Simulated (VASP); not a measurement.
# Al3N in VASP: further runs, part 2 of 2

VASP 6.6.1. The steps go on from the part before.

### 3 Single point, PBE, collinear spin, ferromagnetic start

INCAR reads:

```
SYSTEM = Al3N
ALGO = Normal
DIPOL = 0.5 0.5 0.337
EDIFF = 1E-7
ENCUT = 520
GGA = PE
IDIPOL = 3
ISIF = 2
ISMEAR = 0
ISPIN = 2
LASPH = .TRUE.
LCHARG = .FALSE.
LDIPOL = .TRUE.
LORBIT = 11
LREAL = .FALSE.
LWAVE = .FALSE.
MAGMOM = 0 0 0 3
NBANDS = 19
NELM = 150
PREC = Accurate
SIGMA = 0.1
```

KPOINTS reads:

```
k-points
0
G
  9 9 1
  0 0 0
```

POSCAR reads:

```
Al3N
1.0
    2.8567582918      0.0000000000      0.0000000000
    0.0000000000      2.8567582918      0.0000000000
    0.0000000000      0.0000000000     21.1746954317
Al N
3 1
Direct
    0.5000000000      0.5000000000      0.1889047242
    0.0000000000      0.0000000000      0.2873641967
    0.5000000000      0.5000000000      0.3860596464
    0.5000000000      0.5000000000      0.4838178412
```

Potentials or basis: VASP PAW PBE potentials, release 64 (Al, N).

On the command line:

```
> cat potpaw_PBE.64/Al/POTCAR potpaw_PBE.64/N/POTCAR > POTCAR
> mpirun -np 1 vasp_std > vasp.out
```

OUTCAR:

```text
SYSTEM = Al3N
   EDIFF = 1E-7
   ENCUT = 520
   GGA = PE
   ISIF = 2
   ISMEAR = 0
   ISPIN = 2
   LASPH = .TRUE.
   LORBIT = 11
   LREAL = .FALSE.
   NELM = 150
   PREC = Accurate

 ion  position               nearest neighbor table
   1  0.500  0.500  0.189-   2 2.90   2 2.90   2 2.90   2 2.90
   2  0.000  0.000  0.287-   1 2.90   1 2.90   1 2.90   1 2.90   3 2.91   3 2.91   3 2.91   3 2.91

   3  0.500  0.500  0.386-   4 2.07   2 2.91   2 2.91   2 2.91   2 2.91
   4  0.500  0.500  0.484-   3 2.07

  LATTYP: Found a simple tetragonal cell.
 ALAT       =     2.8567582918
 C/A-ratio  =     7.4121410595

  Lattice vectors:

 A1 = (   2.8567582918,   0.0000000000,   0.0000000000)
 A2 = (   0.0000000000,   2.8567582918,   0.0000000000)
 A3 = (   0.0000000000,   0.0000000000,  21.1746954317)

Analysis of symmetry for initial positions (statically):
=====================================================================
 Subroutine PRICEL returns:
 Original cell was already a primitive cell.

 Routine SETGRP: Setting up the symmetry group for a
 simple tetragonal supercell.

 Subroutine GETGRP returns: Found  8 space group operations
 (whereof  8 operations were pure point group operations)
 out of a pool of 16 trial point group operations.

The static configuration has the point symmetry C_4v.

Analysis of symmetry for dynamics (positions and initial velocities):
=====================================================================
 Subroutine PRICEL returns:
 Original cell was already a primitive cell.

 Routine SETGRP: Setting up the symmetry group for a
 simple tetragonal supercell.

 Subroutine GETGRP returns: Found  8 space group operations
 (whereof  8 operations were pure point group operations)
 out of a pool of 16 trial point group operations.

The dynamic configuration has the point symmetry C_4v.

Analysis of structural, dynamic, and magnetic symmetry:
=====================================================================
 Subroutine PRICEL returns:
 Original cell was already a primitive cell.

 Routine SETGRP: Setting up the symmetry group for a
 simple tetragonal supercell.

 Subroutine GETGRP returns: Found  8 space group operations
 (whereof  8 operations were pure point group operations)
 out of a pool of 16 trial point group operations.

The overall configuration has the point symmetry C_4v.

 Subroutine INISYM returns: Found  8 space group operations
 (whereof  8 operations are pure point group operations),
 and found     1 'primitive' translations

----------------------------------------------------------------------------------------

                                     Primitive cell

  volume of cell :     172.8081

  direct lattice vectors                    reciprocal lattice vectors
     2.856758292  0.000000000  0.000000000     0.350047116  0.000000000  0.000000000
     0.000000000  2.856758292  0.000000000     0.000000000  0.350047116  0.000000000
     0.000000000  0.000000000 21.174695432     0.000000000  0.000000000  0.047226181

  length of vectors
     2.856758292  2.856758292 21.174695432     0.350047116  0.350047116  0.047226181

  position of ions in fractional coordinates (direct lattice)
[... 77 lines left out ...]
   IBRION =     -1    ionic relax: 0-MD 1-quasi-New 2-CG
   NFREE  =      0    steps in history (QN), initial steepest desc. (CG)
   ISIF   =      2    stress and relaxation
   ISYM   =      2    0-nonsym 1-usesym 2-fastsym
   POTIM  = 0.5000    time-step for ionic-motion
   TEBEG  =    0.0;   TEEND  =   0.0 temperature during run
   PSTRESS=    0.0 pullay stress
   NELECT =      14.0000    total number of electrons
   NUPDOWN=      -1.0000    fix difference up-down
   EMIN   =  10.00;   EMAX   =-10.00  energy-range for DOS
   EFERMI =   0.00;   METHOD = LEGACY
   ISMEAR =     0;   SIGMA  =   0.10  broadening in eV -4-tet -1-fermi 0-gaus
   EFERMI_NEDOS =   21; number of points for ismear=-14 and -15
   IALGO  =     38    algorithm
   IMIX   =      4    mixing-type and parameters
     AMIX     =   0.40;   BMIX     =  1.00
     AMIX_MAG =   1.60;   BMIX_MAG =  1.00
  volume/ion in A,a.u.               =      43.20       291.54
  Fermi-wavevector in a.u.,A,eV,Ry     =   0.708374  1.338633  6.827324  0.501794
  Thomas-Fermi vector in A             =   1.794673
   LORBIT       =     11    0 simple, 1 ext, 2 COOP (PROOUT), +10 PAW based schemes
   GGA     = PE    functional components
   LHFCALC =     F    Hartree Fock is set to
   AEXX    =    0.0000 exact exchange contribution
   IVDW    =     0    specifies the selected vdW correction
   LEPSILON=     F    determine dielectric tensor
   LRPA    =     F    only Hartree local field effects (RPA)
 spin polarized calculation
 Gauss-broadening in eV      SIGMA  =   0.10
  energy-cutoff  :      520.00
  volume of cell :      172.81
 maximum number of plane-waves:      4683
 NGX is ok and might be reduce to    24
   NGX = 11   NGY = 11   NGZ = 79

 number of electron      13.9999999 magnetization       1.6852486

 dipolmoment           0.000000      0.000000      0.162506 electrons x Angstroem

 Free energy of the ion-electron system (eV)
  ---------------------------------------------------
  ext. energy  EPLUGINS =         0.00000000
  ---------------------------------------------------
  free energy    TOTEN  =       -14.77133309 eV

  energy without entropy =      -14.76289954  energy(sigma->0) =      -14.76711631

 E-fermi :  -1.4295     XC(G=0):  -4.4666

 val. band max:       -1.4509501373   @ k =   0.3333   0.0000   0.0000
 cond. band min:      -1.4267229552   @ k =   0.2222   0.0000   0.0000
 fundamental gap:      0.0242271821
 Fermi energy:        -1.4294894957

 spin component 1

 k-point     1 :       0.0000    0.0000    0.0000
  band No.  band energies     occupation
      1     -15.3532      1.00000
      2     -11.7405      1.00000
      3      -9.4647      1.00000
      4      -6.1986      1.00000
      5      -3.9865      1.00000
      6      -1.6636      0.99953
[... 306 lines left out ...]
      5      -3.3561      1.00000
      6      -3.1765      1.00000
[... 11 lines left out ...]
     18       5.8211      0.00000
     19       7.2331      0.00000
 Fermi energy:        -1.4294894957

 spin component 2

 k-point     1 :       0.0000    0.0000    0.0000
  band No.  band energies     occupation
      1     -13.0772      1.00000
      2     -11.6871      1.00000
      3      -9.3977      1.00000
      4      -6.0551      1.00000
      5      -3.3726      1.00000
      6      -0.7149      0.00000
[... 307 lines left out ...]
      6      -1.9125      1.00000
[... 11 lines left out ...]
     18       5.8583      0.00000
     19       7.3122      0.00000

------------------------ aborting loop because EDIFF is reached ----------------------------------------

 vacuum level on the upper side and lower side of the slab       (xc-potential included)         1.706        -1.853

  FORCE on cell =-STRESS in cart. coord.  units (eV):
  Direction    XX          YY          ZZ          XY          YZ          ZX
  --------------------------------------------------------------------------------------
  -------------------------------------------------------------------------------------
  Total       -0.9066106     -0.9066106     -4.4292700      0.0000000     -0.0000000      0.0000000
  in kB       -8.4055709     -8.4055709    -41.0656375      0.0000000     -0.0000000      0.0000000
  external PRESSURE =     -19.2922598 kB  Pullay stress =       0.0000000 kB

 VOLUME and BASIS-vectors are now :
 -----------------------------------------------------------------------------
  energy-cutoff  :      520.00
  volume of cell :      172.81
      direct lattice vectors                 reciprocal lattice vectors
     2.856758292  0.000000000  0.000000000     0.350047116  0.000000000  0.000000000
     0.000000000  2.856758292  0.000000000     0.000000000  0.350047116  0.000000000
     0.000000000  0.000000000 21.174695432     0.000000000  0.000000000  0.047226181

 POSITION                                       TOTAL-FORCE (eV/Angst)
 -----------------------------------------------------------------------------------
      1.42838      1.42838      4.00000         0.000000      0.000000     -0.073514
      0.00000      0.00000      6.08485         0.000000      0.000000      0.219302
      1.42838      1.42838      8.17470         0.000000     -0.000000      1.920101
      1.42838      1.42838     10.24470         0.000000     -0.000000     -2.065889
 -----------------------------------------------------------------------------------
    total drift:                                0.000000      0.000000     -0.000306

  FREE ENERGIE OF THE ION-ELECTRON SYSTEM (eV)
  ---------------------------------------------------
  free  energy   TOTEN  =       -14.7713330888 eV

  energy  without entropy=      -14.7628995410  energy(sigma->0) =      -14.76711631

 vacuum level on the upper side and lower side of the slab         6.193         2.576

 total charge

# of ion       s       p       d       tot
------------------------------------------
    1        0.476   0.284   0.000   0.760
    2        0.428   0.327   0.000   0.756
    3        0.436   0.320   0.000   0.757
    4        1.357   1.981   0.000   3.338
--------------------------------------------------
tot          2.697   2.913   0.000   5.610

 magnetization (x)

# of ion       s       p       d       tot
------------------------------------------
    1        0.000  -0.001   0.000  -0.001
    2       -0.006  -0.002   0.000  -0.008
    3       -0.019  -0.009   0.000  -0.028
    4        0.032   1.176   0.000   1.208
--------------------------------------------------
tot          0.008   1.163   0.000   1.171
```

stdout:

```text
POSCAR found type information on POSCAR AlN
 POSCAR found :  2 types and       4 ions
 scaLAPACK will be used
 LDA part: xc-table for (Slater+PW92), standard interpolation
 POSCAR, INCAR and KPOINTS ok, starting setup
 FFT: planning ... GRIDC
 FFT: planning ... GRID_SOFT
 FFT: planning ... GRID
 WAVECAR not read
 entering main loop
```

Run time: 2 min. Hardware: 1 thread of AMD EPYC 9R45 (Zen 5), shared host; peak memory 0.35 GiB.

Results:

| Property | Result |
| --- | --- |
| Free energy | -14.7713 eV |
| Largest force | 2.066 eV/Å |
| Net moment | 1.69 μB per cell |
| Site moments | Al -0.00, -0.01, -0.03; N +1.21 μB |
| Valence electrons inside the program's atomic spheres | Al 0.76; N 3.34 |

Forces in eV/Å, atoms in the order of the input:
```
Al   0.000  0.000 -0.074
Al   0.000  0.000  0.219
Al   0.000  0.000  1.920
N    0.000  0.000 -2.066
```

### 4 Single point, PBE, collinear spin, ferromagnetic start

INCAR reads:

```
SYSTEM = Al3N
ALGO = Normal
DIPOL = 0.5 0.5 0.347
EDIFF = 1E-7
ENCUT = 520
GGA = PE
IDIPOL = 3
ISIF = 2
ISMEAR = 0
ISPIN = 2
LASPH = .True.
LCHARG = .False.
LDIPOL = .True.
LORBIT = 11
LREAL = .False.
LWAVE = .False.
MAGMOM = 0 0 0 3
NBANDS = 19
NELM = 150
PREC = Accurate
SIGMA = 0.1
```

KPOINTS reads:

```
k-points
0
Gamma
  9 9 1
  0 0 0
```

Edit POSCAR of step 3 so:

```diff
@@ -11,2 +11,2 @@
     0.5000000000      0.5000000000      0.3860596464
-    0.5000000000      0.5000000000      0.4838178412
+    0.5000000000      0.5000000000      0.5263214041
```

On the command line:

```
> cat potpaw_PBE.64/Al/POTCAR potpaw_PBE.64/N/POTCAR > POTCAR
> mpirun -np 1 vasp_std > vasp.out
```

Wall time 1.8 min (1 thread of AMD EPYC 9R45 (Zen 5), shared host); peak memory 0.35 GiB.

It converged, with:

| Item | Value |
| --- | --- |
| Free energy | -13.4731 eV |
| Largest force | 0.645 eV/Å |
| Net moment | 2.78 μB per cell |
| Site moments | Al +0.01, +0.00, -0.00; N +1.83 μB |
| Valence electrons inside the program's atomic spheres | Al 0.76, 0.75; N 3.29 |

Forces on the atoms (eV/Å):
```
Al   0.000  0.000 -0.163
Al   0.000  0.000  0.030
Al   0.000  0.000  0.645
N    0.000  0.000 -0.512
```

Levels at points of the mesh, in eV from the Fermi level:
Spin up:
```
           k point  band 6  band 7  band 8  band 9  band 10  band 11
(0.00, 0.00, 0.00)   -1.25   -0.95   -0.95    2.44     4.31     5.52
```
Spin down:
```tsv
k point	band 3	band 4	band 5	band 6	band 7	band 8
(0.00, 0.00, 0.00)	-8.15	-4.93	-2.00	0.67	2.73	3.41
```
